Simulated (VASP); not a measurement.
# Sb (Fm-3m) in VASP: notebook

The runs below take Sb through single point, relaxation of cell and atoms, with PBE.

All numbers are computed with VASP 6.6.1; they aren't measurements. Logs are shortened: lines on timing, memory, paths and dates and some standing lists are left out, and cuts for length are marked.

## (1) The cell of the first run

Symmetry: Fm-3m, No. 225, cubic system. The conventional cell has a = 4.787 Å, b = 4.787 Å, c = 4.787 Å, α = 90.00°, β = 90.00°, γ = 90.00°. Sb (site symmetry m-3m) has 12 Sb at 3.38 Å within 4.5 Å.

This isn't the form of Sb at room conditions, which is rhombohedral.

## (2) Single point, PBE

Contents of INCAR:

```
PREC = Accurate
ENCUT = 520
EDIFF = 1E-7
ISMEAR = -1
SIGMA = 0.08
LREAL = F
LASPH = T
NELM = 60
ALGO = Normal
ISIF = 2
LWAVE = F
LCHARG = F
GGA = PE
NBANDS = 8
```

Contents of KPOINTS:

```
regular mesh
0
Gamma
  14 14 14
```

Contents of POSCAR:

```
Sb
1.0
    0.0000000000      2.3933040554      2.3933040554
    2.3933040554      0.0000000000      2.3933040554
    2.3933040554      2.3933040554      0.0000000000
Sb
1
Direct
    0.0000000000      0.0000000000      0.0000000000
```

Potentials or basis: VASP PAW PBE potentials, release 64 (Sb).

Launch:

```bash
cat potpaw_PBE.64/Sb/POTCAR > POTCAR
mpirun -np 1 vasp_std > vasp.out
```

OUTCAR:

```text
PREC = Accurate
   ENCUT = 520
   EDIFF = 1E-7
   ISMEAR = -1
   LREAL = F
   LASPH = T
   NELM = 60
   ISIF = 2
   GGA = PE

 ion  position               nearest neighbor table
   1  0.000  0.000  0.000-

  LATTYP: Found a face centered cubic cell.
 ALAT       =     4.7866081108

  Lattice vectors:

 A1 = (   0.0000000000,   2.3933040554,   2.3933040554)
 A2 = (   2.3933040554,   0.0000000000,   2.3933040554)
 A3 = (   2.3933040554,   2.3933040554,   0.0000000000)

Analysis of symmetry for initial positions (statically):
=====================================================================
 Subroutine PRICEL returns:
 Original cell was already a primitive cell.

 Routine SETGRP: Setting up the symmetry group for a
 face centered cubic supercell.

 Subroutine GETGRP returns: Found 48 space group operations
 (whereof 48 operations were pure point group operations)
 out of a pool of 48 trial point group operations.

The static configuration has the point symmetry O_h .

Analysis of symmetry for dynamics (positions and initial velocities):
=====================================================================
 Subroutine PRICEL returns:
 Original cell was already a primitive cell.

 Routine SETGRP: Setting up the symmetry group for a
 face centered cubic supercell.

 Subroutine GETGRP returns: Found 48 space group operations
 (whereof 48 operations were pure point group operations)
 out of a pool of 48 trial point group operations.

The dynamic configuration has the point symmetry O_h .

 Subroutine INISYM returns: Found 48 space group operations
 (whereof 48 operations are pure point group operations),
 and found     1 'primitive' translations

----------------------------------------------------------------------------------------

                                     Primitive cell

  volume of cell :      27.4172

  direct lattice vectors                    reciprocal lattice vectors
     0.000000000  2.393304055  2.393304055    -0.208916205  0.208916205  0.208916205
     2.393304055  0.000000000  2.393304055     0.208916205 -0.208916205  0.208916205
     2.393304055  2.393304055  0.000000000     0.208916205  0.208916205 -0.208916205

  length of vectors
     3.384643054  3.384643054  3.384643054     0.361853481  0.361853481  0.361853481

  position of ions in fractional coordinates (direct lattice)
     0.000000000  0.000000000  0.000000000

[... 70 lines left out ...]
   LNONCOLLINEAR =      F non collinear calculations
   LSORBIT =      F    spin-orbit coupling
   LASPH  =      T    aspherical Exc in radial PAW
   ENCUT  =  520.0 eV  38.22 Ry    6.18 a.u.   6.29  6.29  6.29*2*pi/ulx,y,z
   NELM   =     60;   NELMIN=  2; NELMDL= -5     # of ELM steps
   EDIFF  = 0.1E-06   stopping-criterion for ELM
   LREAL  =      F    real-space projection
   EDIFFG = 0.1E-05   stopping-criterion for IOM
   NSW    =      0    number of steps for IOM
   IBRION =     -1    ionic relax: 0-MD 1-quasi-New 2-CG
   NFREE  =      0    steps in history (QN), initial steepest desc. (CG)
   ISIF   =      2    stress and relaxation
   ISYM   =      2    0-nonsym 1-usesym 2-fastsym
   POTIM  = 0.5000    time-step for ionic-motion
   TEBEG  =    0.0;   TEEND  =   0.0 temperature during run
   PSTRESS=    0.0 pullay stress
   NELECT =       5.0000    total number of electrons
   NUPDOWN=      -1.0000    fix difference up-down
   EMIN   =  10.00;   EMAX   =-10.00  energy-range for DOS
   EFERMI =   0.00;   METHOD = LEGACY
   ISMEAR =    -1;   SIGMA  =   0.08  broadening in eV -4-tet -1-fermi 0-gaus
   EFERMI_NEDOS =   21; number of points for ismear=-14 and -15
   IALGO  =     38    algorithm
   IMIX   =      4    mixing-type and parameters
     AMIX     =   0.40;   BMIX     =  1.00
     AMIX_MAG =   1.60;   BMIX_MAG =  1.00
  volume/ion in A,a.u.               =      27.42       185.02
  Fermi-wavevector in a.u.,A,eV,Ry     =   0.928375  1.754375 11.726601  0.861881
  Thomas-Fermi vector in A             =   2.054545
   LORBIT       =      0    0 simple, 1 ext, 2 COOP (PROOUT), +10 PAW based schemes
   GGA     = PE    functional components
   LHFCALC =     F    Hartree Fock is set to
   AEXX    =    0.0000 exact exchange contribution
   IVDW    =     0    specifies the selected vdW correction
   LEPSILON=     F    determine dielectric tensor
   LRPA    =     F    only Hartree local field effects (RPA)
 non-spin polarized calculation
  energy-cutoff  :      520.00
  volume of cell :       27.42
 maximum number of plane-waves:       754
 NGX is ok and might be reduce to    28
   NGX = 13   NGY = 13   NGZ = 13

 number of electron       5.0000000 magnetization

 Free energy of the ion-electron system (eV)
  ---------------------------------------------------
  ext. energy  EPLUGINS =         0.00000000
  ---------------------------------------------------
  free energy    TOTEN  =        -3.82414202 eV

  energy without entropy =       -3.80496428  energy(sigma->0) =       -3.81455315

 E-fermi :   8.3411     XC(G=0): -10.1552

 val. band max:        8.2888438031   @ k =  -0.3571   0.3571   0.1429
 cond. band min:       8.3432210743   @ k =  -0.3571   0.2143   0.0714
 fundamental gap:      0.0543772712
 Fermi energy:         8.3411071233

 k-point     1 :       0.0000    0.0000    0.0000
  band No.  band energies     occupation
      1      -4.4949      2.00000
      2      13.4783      0.00000
      3      13.4783      0.00000
      4      13.4783      0.00000
      5      18.1852      0.00000
      6      18.1852      0.00000
      7      18.1852      0.00000
      8      18.5351      0.00000
[... 243 lines left out ...]
 k-point    24 :       0.2857    0.1429    0.0000
  band No.  band energies     occupation
      1      -3.0583      2.00000
      2       7.9964      1.97345
      3      11.0358      0.00000
      4      11.3218      0.00000
      5      15.5421      0.00000
      6      17.0889      0.00000
      7      20.2040      0.00000
      8      20.5948      0.00000

 [... further k-points ...]
[... 5 lines left out ...]
  --------------------------------------------------------------------------------------
  -------------------------------------------------------------------------------------
  Total       -0.0048537     -0.0048537     -0.0048537     -0.0000000     -0.0000000     -0.0000000
  in kB       -0.2836354     -0.2836354     -0.2836354     -0.0000000     -0.0000000     -0.0000000
  external PRESSURE =      -0.2836354 kB  Pullay stress =       0.0000000 kB

 VOLUME and BASIS-vectors are now :
 -----------------------------------------------------------------------------
  energy-cutoff  :      520.00
  volume of cell :       27.42
      direct lattice vectors                 reciprocal lattice vectors
     0.000000000  2.393304055  2.393304055    -0.208916205  0.208916205  0.208916205
     2.393304055  0.000000000  2.393304055     0.208916205 -0.208916205  0.208916205
     2.393304055  2.393304055  0.000000000     0.208916205  0.208916205 -0.208916205

 POSITION                                       TOTAL-FORCE (eV/Angst)
 -----------------------------------------------------------------------------------
      0.00000      0.00000      0.00000         0.000000      0.000000      0.000000
 -----------------------------------------------------------------------------------
    total drift:                                0.000000      0.000000     -0.000000

  FREE ENERGIE OF THE ION-ELECTRON SYSTEM (eV)
  ---------------------------------------------------
  free  energy   TOTEN  =        -3.8241420236 eV

  energy  without entropy=       -3.8049642778  energy(sigma->0) =       -3.81455315
```

It took 43 s on 1 thread of AMD EPYC 7R13, shared host; peak memory 0.14 GiB.

What came out:

- Free energy: -3.8241 eV
- Pressure: 0.0 GPa
- Band gap on the k mesh: zero (an odd number of electrons rules out a gap without spin polarisation)

Caveat: spin-orbit coupling is left out, which moves the levels of the heavy elements.

## (3) Single point, PBE

Contents of INCAR:

```
SYSTEM = Sb
PREC = Accurate
ENCUT = 520
EDIFF = 1E-6
ISMEAR = -1
SIGMA = 0.08
LREAL = .FALSE.
LASPH = .TRUE.
NELM = 60
ALGO = Normal
ISIF = 2
LWAVE = .FALSE.
LCHARG = .FALSE.
GGA = PE
NBANDS = 8
```

Contents of KPOINTS:

```
Automatic mesh
0
G
  14 14 14
  0 0 0
```

POSCAR is that of step 2.

Potentials or basis: VASP PAW PBE potentials, release 64 (Sb).

Launch:

```bash
cat potpaw_PBE.64/Sb/POTCAR > POTCAR
mpirun -np 1 vasp_std > vasp.out
```

Run time: 28 s. Hardware: 1 thread of AMD EPYC 7R13, shared host; peak memory 0.14 GiB.

It converged, with:

| Property | Result |
| --- | --- |
| Free energy | -3.8241 eV |
| Pressure | 0.0 GPa |
| Band gap on the k mesh | zero (an odd number of electrons rules out a gap without spin polarisation) |

Levels at points of the mesh, in eV from the Fermi level:
| k point | band 1 | band 2 | band 3 | band 4 | band 5 |
| --- | --- | --- | --- | --- | --- |
| (0.00, 0.00, 0.00) | -12.84 | 5.14 | 5.14 | 5.14 | 9.84 |
| (0.50, 0.00, 0.00) | -9.18 | -5.75 | 3.49 | 3.49 | 8.01 |
| (0.50, 0.50, 0.00) | -7.61 | -4.87 | 0.32 | 0.32 | 4.08 |

Caveat: spin-orbit coupling is left out, which moves the levels of the heavy elements.

## (4) Relaxation of cell and atoms, PBE, target pressure 0.11 GPa, at which the enthalpy is minimised

Contents of INCAR:

```
SYSTEM = Sb
PREC = Accurate ; ENCUT = 600
EDIFF = 1E-6 ; ISMEAR = -1
SIGMA = 0.08 ; LREAL = .FALSE.
LASPH = .TRUE. ; NELM = 100
ALGO = Normal ; ISIF = 3
LWAVE = .FALSE. ; LCHARG = .FALSE.
GGA = PE ; IBRION = 2
NSW = 60 ; EDIFFG = -0.005
PSTRESS = 1.1
```

Contents of KPOINTS:

```
regular mesh
0
G
  14 14 14
  0 0 0
```

POSCAR is that of step 3.

Launch:

```bash
cat potpaw_PBE.64/Sb/POTCAR > POTCAR
mpirun -np 1 vasp_std > vasp.out
```

Wall time 41 s (1 thread of AMD EPYC 7R13, shared host); peak memory 0.14 GiB.

Results (log left out):

```yaml
Free_energy: -3.8242 eV
Relaxed_volume: 27.35 Å³/atom
Relaxed_cell: a = 3.382 Å, b = 3.382 Å, c = 3.382 Å, α = 60.00°, β = 60.00°, γ = 60.00°
Space_group_after_relaxing_to_0.1_Å: Fm-3m (No. 225)
Energy_change_on_relaxing_the_run_minimises_the_enthalpy: +0.0 meV/atom
Ionic_steps: 3
Pressure_after_relaxing: 0.1 GPa
Band_gap_on_the_k_mesh: zero (an odd number of electrons rules out a gap without spin polarisation)
```

Final structure:
```
Sb
1.0
     0.00000    2.39142    2.39142
     2.39142    0.00000    2.39142
     2.39142    2.39142    0.00000
Sb
1
Direct
  0.00000 0.00000 0.00000
```

Levels at points of the mesh, in eV from the Fermi level:
| k point | band 1 | band 2 | band 3 | band 4 | band 5 | band 6 |
| --- | --- | --- | --- | --- | --- | --- |
| (0.00, 0.00, 0.00) | -12.85 | 5.15 | 5.15 | 5.15 | 9.85 | 9.85 |
| (0.50, 0.00, 0.00) | -9.19 | -5.77 | 3.51 | 3.51 | 8.02 | 9.01 |
| (0.50, 0.50, 0.00) | -7.61 | -4.89 | 0.32 | 0.32 | 4.08 | 4.56 |

Caveat: the cell is relaxed towards a set pressure, so the run minimises the enthalpy, not the energy; spin-orbit coupling is left out, which moves the levels of the heavy elements.
